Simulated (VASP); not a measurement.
# CuO in VASP: settings compared

Aim: see how the results for CuO move with the level of theory and the settings. Levels: PBEsol+U, PBE+U, PBE, LDA, PBEsol. Tasks: single point.

Everything below comes from runs of VASP 6.6.1. Logs are shortened: lines on timing, memory, paths and dates and some standing lists are left out, and cuts for length are marked.

### Step 1. The cell of the first run

The typed cell holds 4 atoms: a = 2.909 Å, b = 2.909 Å, c = 5.113 Å, α = 90.02°, β = 90.02°, γ = 89.67°.

### Step 2. Single point, PBEsol+U

INCAR

```
PREC     = Accurate       # precision mode
ENCUT    = 520            # plane-wave cutoff, eV
EDIFF    = 1E-6           # SCF threshold, eV
ISMEAR   = -1             # smearing method
SIGMA    = 0.05           # smearing width, eV
LREAL    = False          # projectors in reciprocal space
LASPH    = True           # aspherical terms in the spheres
NELM     = 150            # most SCF steps
ALGO     = Normal         # electronic algorithm
ISIF     = 2              # what is computed and relaxed
LWAVE    = False          # write WAVECAR
LCHARG   = False          # write CHGCAR
LMAXMIX  = 4              # l up to which the mixer works
LDAU     = True           # DFT+U
LDAUTYPE = 2            
LDAUL    = 2 -1           # shell
LDAUU    = 4.5 0          # U, eV
LDAUJ    = 0 0          
LDAUPRINT= 1            
GGA      = PS             # functional
NBANDS   = 25             # bands
```

KPOINTS

```
regular mesh
0
Gamma
  10 10 5
```

POSCAR

```
CuO
1.0
    2.0567678271     -2.0513690689      0.1621902177
    2.0567678271      2.0513690689      0.1621902177
   -0.4049047299      0.0000000000      5.0972139549
Cu O
2 2
Direct
   -0.0057499573      0.4942498878      0.0018499982
    0.4942498878     -0.0057499573      0.5018499982
    0.4944143387      0.4940857308      0.2518500018
    0.4940857308      0.4944143387      0.7518500018
```

Potentials or basis: VASP PAW PBE potentials, release 64 (Cu, O).

Run with:

```
$ cat potpaw_PBE.64/Cu/POTCAR potpaw_PBE.64/O/POTCAR > POTCAR
$ mpirun -np 1 vasp_std > vasp.out
```

OUTCAR:

```text
PREC = Accurate
   ENCUT = 520
   EDIFF = 1E-6
   ISMEAR = -1
   LREAL = False
   LASPH = True
   NELM = 150
   ISIF = 2
   GGA = PS

 ion  position               nearest neighbor table
   1  0.994  0.494  0.002-   3 1.94   4 1.94   4 1.94   3 1.94
   2  0.494  0.994  0.502-   4 1.94   3 1.94   3 1.94   4 1.94
   3  0.494  0.494  0.252-   1 1.94   2 1.94   2 1.94   1 1.94
   4  0.494  0.494  0.752-   2 1.94   1 1.94   1 1.94   2 1.94

  LATTYP: Found a base centered monoclinic cell.
 ALAT       =     4.1263056413
 B/A-ratio  =     0.9942884736
 C/A-ratio  =     1.2391885653
 COS(beta)  =    -0.0005760277

  Lattice vectors:

 A1 = (   2.0567678271,  -2.0513690689,   0.1621902177)
 A2 = (   2.0567678271,   2.0513690689,   0.1621902177)
 A3 = (  -0.4049047299,   0.0000000000,   5.0972139549)

Analysis of symmetry for initial positions (statically):
=====================================================================
 Subroutine PRICEL returns:
 Original cell was already a primitive cell.

 Routine SETGRP: Setting up the symmetry group for a
 base centered monoclinic supercell.

 Subroutine GETGRP returns: Found  4 space group operations
 (whereof  1 operations were pure point group operations)
 out of a pool of  4 trial point group operations.

The static configuration has the point symmetry C_1 .
 The point group associated with its full space group is C_2h.

Analysis of symmetry for dynamics (positions and initial velocities):
=====================================================================
 Subroutine PRICEL returns:
 Original cell was already a primitive cell.

 Routine SETGRP: Setting up the symmetry group for a
 base centered monoclinic supercell.

 Subroutine GETGRP returns: Found  4 space group operations
 (whereof  1 operations were pure point group operations)
 out of a pool of  4 trial point group operations.

The dynamic configuration has the point symmetry C_1 .
 The point group associated with its full space group is C_2h.

 Subroutine INISYM returns: Found  4 space group operations
 (whereof  1 operations are pure point group operations),
 and found     1 'primitive' translations

[... 174 lines left out ...]

 onsite density matrix

spin component  1

  0.9448  0.0050 -0.0139  0.0084 -0.0006
  0.0050  0.8820 -0.0123 -0.0805  0.0065
 -0.0139 -0.0123  0.9670 -0.0118  0.0009
  0.0084 -0.0805 -0.0118  0.8828  0.0065
 -0.0006  0.0065  0.0009  0.0065  0.9626

spin component  2

  0.9448  0.0050 -0.0139  0.0084 -0.0006
  0.0050  0.8820 -0.0123 -0.0805  0.0065
 -0.0139 -0.0123  0.9670 -0.0118  0.0009
  0.0084 -0.0805 -0.0118  0.8828  0.0065
 -0.0006  0.0065  0.0009  0.0065  0.9626

 occupancies and eigenvectors

  o =  0.7991  v = -0.0554  0.7030  0.0963  0.7002 -0.0562  0.0000  0.0000  0.0000  0.0000  0.0000      0.0000  0.0000  0.0000  0.0000  0.0000  0.0000  0.0000  0.0000  0.0000  0.0000
  o =  0.7991  v =  0.0000  0.0000  0.0000  0.0000  0.0000 -0.0554  0.7030  0.0963  0.7002 -0.0562      0.0000  0.0000  0.0000  0.0000  0.0000  0.0000  0.0000  0.0000  0.0000  0.0000
  o =  0.9379  v =  0.8960  0.0712  0.4341 -0.0600  0.0036  0.0000  0.0000  0.0000  0.0000  0.0000      0.0000  0.0000  0.0000  0.0000  0.0000  0.0000  0.0000  0.0000  0.0000  0.0000
  o =  0.9379  v =  0.0000  0.0000  0.0000  0.0000  0.0000  0.8960  0.0712  0.4341 -0.0600  0.0036      0.0000  0.0000  0.0000  0.0000  0.0000  0.0000  0.0000  0.0000  0.0000  0.0000
  o =  0.9631  v =  0.0563 -0.7062  0.0963  0.6924 -0.0974  0.0000  0.0000  0.0000  0.0000  0.0000      0.0000  0.0000  0.0000  0.0000  0.0000  0.0000  0.0000  0.0000  0.0000  0.0000
  o =  0.9631  v =  0.0000  0.0000  0.0000  0.0000  0.0000  0.0563 -0.7062  0.0963  0.6924 -0.0974      0.0000  0.0000  0.0000  0.0000  0.0000  0.0000  0.0000  0.0000  0.0000  0.0000
  o =  0.9632  v =  0.0007 -0.0296  0.0101  0.1081  0.9936  0.0000  0.0000  0.0000  0.0000  0.0000      0.0000  0.0000  0.0000  0.0000  0.0000  0.0000  0.0000  0.0000  0.0000  0.0000
  o =  0.9632  v =  0.0000  0.0000  0.0000  0.0000  0.0000  0.0007 -0.0296  0.0101  0.1081  0.9936      0.0000  0.0000  0.0000  0.0000  0.0000  0.0000  0.0000  0.0000  0.0000  0.0000
  o =  0.9759  v =  0.0000  0.0000  0.0000  0.0000  0.0000 -0.4370 -0.0341  0.8904 -0.1226  0.0036      0.0000  0.0000  0.0000  0.0000  0.0000  0.0000  0.0000  0.0000  0.0000  0.0000
  o =  0.9759  v = -0.4370 -0.0341  0.8904 -0.1226  0.0036  0.0000  0.0000  0.0000  0.0000  0.0000      0.0000  0.0000  0.0000  0.0000  0.0000  0.0000  0.0000  0.0000  0.0000  0.0000

 number of electron      33.9999995 magnetization

 Free energy of the ion-electron system (eV)
  ---------------------------------------------------
  ext. energy  EPLUGINS =         0.00000000
  ---------------------------------------------------
  free energy    TOTEN  =       -18.41579432 eV

  energy without entropy =      -18.39564731  energy(sigma->0) =      -18.40572081

 E-fermi :   4.5803     XC(G=0): -11.6605

 val. band max:        4.5795387038   @ k =   0.3000   0.1000  -0.0000
 cond. band min:       4.5833590154   @ k =   0.4000   0.1000  -0.0000
 fundamental gap:      0.0038203117
 Fermi energy:         4.5802599624

 k-point     1 :       0.0000    0.0000    0.0000
  band No.  band energies     occupation
      1     -15.0503      2.00000
      2     -13.6411      2.00000
      3      -3.7217      2.00000
      4      -1.1198      2.00000
      5      -1.1079      2.00000
      6       0.0944      2.00000
[... 661 lines left out ...]
     24      16.9432      0.00000
     25      18.5711      0.00000

 [... further k-points ...]
[... 5 lines left out ...]
  --------------------------------------------------------------------------------------
  -------------------------------------------------------------------------------------
  Total       -1.1490147     -1.1297509     -1.4477788      0.0000000      0.0000000      0.0256024
  in kB      -42.5336101    -41.8205146    -53.5931006      0.0000000      0.0000000      0.9477350
  external PRESSURE =     -45.9824084 kB  Pullay stress =       0.0000000 kB

 VOLUME and BASIS-vectors are now :
 -----------------------------------------------------------------------------
  energy-cutoff  :      520.00
  volume of cell :       43.28
      direct lattice vectors                 reciprocal lattice vectors
     2.056767827 -2.051369069  0.162190218     0.241586549 -0.243739660  0.019190785
     2.056767827  2.051369069  0.162190218     0.241586549  0.243739660  0.019190785
    -0.404904730  0.000000000  5.097213955    -0.015374271  0.000000000  0.194964326

 POSITION                                       TOTAL-FORCE (eV/Angst)
 -----------------------------------------------------------------------------------
      3.06075     -1.02568      0.25085        -0.000000      0.000000      0.000000
      2.85830      1.02568      2.79946         0.000000      0.000000      0.000000
      1.93114     -0.00067      1.44406         0.000000      0.000194     -0.000000
      1.72869      0.00067      3.99267        -0.000000     -0.000194     -0.000000
 -----------------------------------------------------------------------------------
    total drift:                               -0.000020     -0.000342     -0.000183

  FREE ENERGIE OF THE ION-ELECTRON SYSTEM (eV)
  ---------------------------------------------------
  free  energy   TOTEN  =       -18.4157943161 eV

  energy  without entropy=      -18.3956473060  energy(sigma->0) =      -18.40572081
```

Wall time 3.3 min (1 thread of Intel Xeon 8259CL, shared host); peak memory 0.26 GiB.

What came out:

| Item | Value |
| --- | --- |
| Free energy | -18.4158 eV |
| Pressure | -4.6 GPa |
| Band gap on the k mesh | zero (bands 17 and 18 overlap by 1.01 eV) |

Eigenvalues of the final occupation matrices:
| site | spin | trace | eigenvalues |
| --- | --- | --- | --- |
| site 1 d | 1 | 4.64 | 0.80 0.94 0.96 0.96 0.98 |
| site 1 d | 2 | 4.64 | 0.80 0.94 0.96 0.96 0.98 |
| site 2 d | 1 | 4.64 | 0.80 0.94 0.96 0.96 0.98 |
| site 2 d | 2 | 4.64 | 0.80 0.94 0.96 0.96 0.98 |

Caveat: the cell stands under tension; the PAW data sets were made with another functional, which shifts forces and pressure a little; U without spin polarisation on a metal has little footing.

### Step 3. Single point, PBE+U

This run uses another cell than the first one, of 11.43 Å³/atom.

INCAR

```
PREC = Accurate
ENCUT = 520
EDIFF = 1E-6
ISMEAR = -1
SIGMA = 0.05
LREAL = F
LASPH = T
NELM = 150
ALGO = Normal
ISIF = 2
LWAVE = F
LCHARG = T
LMAXMIX = 4
LDAU = T
LDAUTYPE = 2
LDAUL = 2 -1
LDAUU = 5.3 0
LDAUJ = 0 0
LDAUPRINT = 1
GGA = PE
LELF = T
LVHAR = T
NBANDS = 25
```

KPOINTS is that of step 2.

POSCAR

```
CuO
1.0
    2.1043299663     -2.0921923962      0.1665425021
    2.1043299663      2.0921923962      0.1665425021
   -0.4129696765      0.0000000000      5.1606698927
Cu O
2 2
Direct
   -0.0057487282      0.4942454370      0.0018500978
    0.4942454370     -0.0057487282      0.5018500978
    0.4944922534      0.4940110377      0.2518499022
    0.4940110377      0.4944922534      0.7518499022
```

Potentials or basis: VASP PAW PBE potentials, release 64 (Cu, O).

Run with:

```
$ cat potpaw_PBE.64/Cu/POTCAR potpaw_PBE.64/O/POTCAR > POTCAR
$ mpirun -np 1 vasp_std > vasp.out
```

Wall time 3.8 min (1 thread of Intel Xeon 8259CL, shared host); peak memory 0.26 GiB.

It converged, with:

- Free energy: -16.1488 eV
- Pressure: -4.5 GPa
- Band gap on the k mesh: zero (bands 17 and 18 overlap by 0.94 eV)

Stress tensor (GPa, compression positive):
```
-4.21  0.00  0.08
 0.00 -4.08  0.00
 0.08  0.00 -5.08
```

Levels at points of the mesh, in eV from the Fermi level:
```csv
k point,band 15,band 16,band 17,band 18,band 19,band 20
"(0.00, 0.00, 0.00)",-2.59,-1.94,0.68,0.70,1.57,6.60
"(0.50, 0.00, 0.00)",-2.28,-1.75,0.31,0.56,4.41,6.09
"(0.50, 0.50, 0.00)",-1.82,-1.81,-1.79,1.20,2.84,7.86
```

Eigenvalues of the final occupation matrices:
| site | spin | trace | eigenvalues |
| --- | --- | --- | --- |
| site 1 d | 1 | 4.65 | 0.80 0.94 0.97 0.97 0.98 |
| site 1 d | 2 | 4.65 | 0.80 0.94 0.97 0.97 0.98 |
| site 2 d | 1 | 4.65 | 0.80 0.94 0.97 0.97 0.98 |
| site 2 d | 2 | 4.65 | 0.80 0.94 0.97 0.97 0.98 |

Caveat: the cell stands under tension; U without spin polarisation on a metal has little footing.

### Step 4. Single point, PBE

This run uses another cell than the first one, of 11.20 Å³/atom.

INCAR

```
SYSTEM = CuO
ALGO = Normal ; EDIFF = 1E-6
ENCUT = 520 ; GGA = PE
ISIF = 2 ; ISMEAR = -1
LASPH = .True. ; LCHARG = .True.
LELF = .True. ; LREAL = .False.
LVHAR = .True. ; LWAVE = .False.
NBANDS = 25 ; NELM = 60
PREC = Accurate ; SIGMA = 0.05
```

KPOINTS

```
k-points
0
Gamma
  10 10 5
  0 0 0
```

POSCAR

```
CuO
1.0
    2.0820960714     -2.0832990239      0.1650321271
    2.0820960714      2.0832990239      0.1650321271
   -0.4080684219      0.0000000000      5.1323575253
Cu O
2 2
Direct
   -0.0057488883      0.4942452657      0.0018500389
    0.4942452657     -0.0057488883      0.5018500389
    0.4942906929      0.4942129296      0.2518499611
    0.4942129296      0.4942906929      0.7518499611
```

Potentials or basis: VASP PAW PBE potentials, release 64 (Cu, O).

Run with:

```
$ cat potpaw_PBE.64/Cu/POTCAR potpaw_PBE.64/O/POTCAR > POTCAR
$ mpirun -np 1 vasp_std > vasp.out
```

OUTCAR:

```text
SYSTEM = CuO
   EDIFF = 1E-6
   ENCUT = 520
   GGA = PE
   ISIF = 2
   ISMEAR = -1
   LASPH = .True.
   LREAL = .False.
   NELM = 60
   PREC = Accurate

 ion  position               nearest neighbor table
   1  0.994  0.494  0.002-   4 1.96   3 1.96   3 1.96   4 1.96
   2  0.494  0.994  0.502-   3 1.96   4 1.96   4 1.96   3 1.96
   3  0.494  0.494  0.252-   2 1.96   1 1.96   1 1.96   2 1.96
   4  0.494  0.494  0.752-   1 1.96   2 1.96   2 1.96   1 1.96

  LATTYP: Found a base centered monoclinic cell.
 ALAT       =     4.1772525198
 B/A-ratio  =     0.9974494068
 C/A-ratio  =     1.2325217333
 COS(beta)  =    -0.0002449251

  Lattice vectors:

 A1 = (   2.0820960714,  -2.0832990239,   0.1650321271)
 A2 = (   2.0820960714,   2.0832990239,   0.1650321271)
 A3 = (  -0.4080684219,   0.0000000000,   5.1323575253)

Analysis of symmetry for initial positions (statically):
=====================================================================
 Subroutine PRICEL returns:
 Original cell was already a primitive cell.

 Routine SETGRP: Setting up the symmetry group for a
 base centered monoclinic supercell.

 Subroutine GETGRP returns: Found  2 space group operations
 (whereof  1 operations were pure point group operations)
 out of a pool of  4 trial point group operations.

The static configuration has the point symmetry C_1 .
 The point group associated with its full space group is C_1h.

Analysis of symmetry for dynamics (positions and initial velocities):
=====================================================================
 Subroutine PRICEL returns:
 Original cell was already a primitive cell.

 Routine SETGRP: Setting up the symmetry group for a
 base centered monoclinic supercell.

 Subroutine GETGRP returns: Found  2 space group operations
 (whereof  1 operations were pure point group operations)
 out of a pool of  4 trial point group operations.

The dynamic configuration has the point symmetry C_1 .
 The point group associated with its full space group is C_1h.

[... 116 lines left out ...]
   EFERMI =   0.00;   METHOD = LEGACY
   ISMEAR =    -1;   SIGMA  =   0.05  broadening in eV -4-tet -1-fermi 0-gaus
   EFERMI_NEDOS =   21; number of points for ismear=-14 and -15
   IALGO  =     38    algorithm
   IMIX   =      4    mixing-type and parameters
     AMIX     =   0.40;   BMIX     =  1.00
     AMIX_MAG =   1.60;   BMIX_MAG =  1.00
  volume/ion in A,a.u.               =      11.20        75.59
  Fermi-wavevector in a.u.,A,eV,Ry     =   1.493225  2.821786 30.337195  2.229721
  Thomas-Fermi vector in A             =   2.605653
   LORBIT       =      0    0 simple, 1 ext, 2 COOP (PROOUT), +10 PAW based schemes
   GGA     = PE    functional components
   LHFCALC =     F    Hartree Fock is set to
   AEXX    =    0.0000 exact exchange contribution
   IVDW    =     0    specifies the selected vdW correction
   LEPSILON=     F    determine dielectric tensor
   LRPA    =     F    only Hartree local field effects (RPA)
 non-spin polarized calculation
  energy-cutoff  :      520.00
  volume of cell :       44.81
 maximum number of plane-waves:      1229
 NGX is ok and might be reduce to    24
   NGX = 11   NGY = 11   NGZ = 19

 number of electron      33.9999992 magnetization

 Free energy of the ion-electron system (eV)
  ---------------------------------------------------
  ext. energy  EPLUGINS =         0.00000000
  ---------------------------------------------------
  free energy    TOTEN  =       -19.73792173 eV

  energy without entropy =      -19.71714074  energy(sigma->0) =      -19.72753124

 E-fermi :   4.7401     XC(G=0): -11.2550

 val. band max:        4.7311666242   @ k =  -0.1000   0.1000   0.4000
 cond. band min:       4.7996032874   @ k =  -0.4000   0.2000   0.4000
 fundamental gap:      0.0684366632
 Fermi energy:         4.7400625900

 k-point     1 :       0.0000    0.0000    0.0000
  band No.  band energies     occupation
      1     -14.9495      2.00000
      2     -13.6535      2.00000
      3      -3.2340      2.00000
      4      -0.6059      2.00000
      5      -0.6007      2.00000
      6       1.0832      2.00000
[... 661 lines left out ...]
     24      16.4436      0.00000
     25      18.3814      0.00000

 [... further k-points ...]
[... 5 lines left out ...]
  --------------------------------------------------------------------------------------
  -------------------------------------------------------------------------------------
  Total        0.1522283      0.1618324      0.2686915      0.0000000      0.0000000     -0.0075913
  in kB        5.4435028      5.7869326      9.6080854      0.0000000      0.0000000     -0.2714559
  external PRESSURE =       6.9461736 kB  Pullay stress =       0.0000000 kB

 VOLUME and BASIS-vectors are now :
 -----------------------------------------------------------------------------
  energy-cutoff  :      520.00
  volume of cell :       44.81
      direct lattice vectors                 reciprocal lattice vectors
     2.082096071 -2.083299024  0.165032127     0.238638697 -0.240003953  0.018973915
     2.082096071  2.083299024  0.165032127     0.238638697  0.240003953  0.018973915
    -0.408068422  0.000000000  5.132357525    -0.015346964  0.000000000  0.193622012

 POSITION                                       TOTAL-FORCE (eV/Angst)
 -----------------------------------------------------------------------------------
      3.09844     -1.04166      0.25514         0.000938      0.000048      0.000443
      2.89440      1.04166      2.82132         0.000938     -0.000048      0.000443
      1.95539     -0.00016      1.45572        -0.000938     -0.000528     -0.000443
      1.75135      0.00016      4.02190        -0.000938      0.000528     -0.000443
 -----------------------------------------------------------------------------------
    total drift:                                0.002380      0.000000      0.000753

  FREE ENERGIE OF THE ION-ELECTRON SYSTEM (eV)
  ---------------------------------------------------
  free  energy   TOTEN  =       -19.7379217348 eV

  energy  without entropy=      -19.7171407434  energy(sigma->0) =      -19.72753124
```

OSZICAR:

```text
N       E                     dE             d eps       ncg     rms          rms(c)
DAV:   1     0.304846795653E+03    0.30485E+03   -0.16284E+04  7338   0.209E+03
DAV:   2     0.145453221914E+02   -0.29030E+03   -0.26731E+03  7128   0.392E+02
DAV:   3    -0.246642726333E+02   -0.39210E+02   -0.37124E+02  8931   0.160E+02
DAV:   4    -0.260540779815E+02   -0.13898E+01   -0.13829E+01  8718   0.321E+01
DAV:   5    -0.260816570568E+02   -0.27579E-01   -0.27565E-01  9068   0.402E+00    0.179E+01
DAV:   6    -0.237088676641E+02    0.23728E+01   -0.39351E+01 10081   0.154E+02    0.141E+01
DAV:   7    -0.196685573046E+02    0.40403E+01   -0.11028E+01  8653   0.116E+02    0.258E+00
DAV:   8    -0.197736413132E+02   -0.10508E+00   -0.15845E+00  7394   0.841E+00    0.163E+00
DAV:   9    -0.197434550280E+02    0.30186E-01   -0.62829E-02 10806   0.621E+00    0.556E-01
DAV:  10    -0.197388167984E+02    0.46382E-02   -0.14263E-02 10431   0.168E+00    0.386E-01
DAV:  11    -0.197378731015E+02    0.94370E-03   -0.82755E-03 10840   0.844E-01    0.595E-02
DAV:  12    -0.197378710210E+02    0.20805E-05   -0.42701E-04  9803   0.238E-01    0.333E-02
DAV:  13    -0.197379238029E+02   -0.52782E-04   -0.67694E-05 10063   0.920E-02    0.120E-02
DAV:  14    -0.197379219138E+02    0.18891E-05   -0.37526E-06  8232   0.619E-02    0.703E-03
DAV:  15    -0.197379217348E+02    0.17902E-06   -0.26780E-06  7437   0.152E-02
   1 F= -.19737922E+02 E0= -.19727531E+02  d E =-.207810E-01
```

Wall time 2.4 min (1 thread of Intel Xeon Platinum 8259CL at 2.50GHz (Skylake/Cascade Lake), shared host); peak memory 0.26 GiB.

What came out:

```yaml
Free_energy: -19.7379 eV
Pressure: 0.7 GPa
Band_gap_on_the_k_mesh: zero (bands 17 and 18 overlap by 0.92 eV)
```

Caveat: semilocal functionals often make such compounds metallic where correlation or magnetic order opens a gap, which also shifts bond lengths.

(Continued in part 2 of 2.)
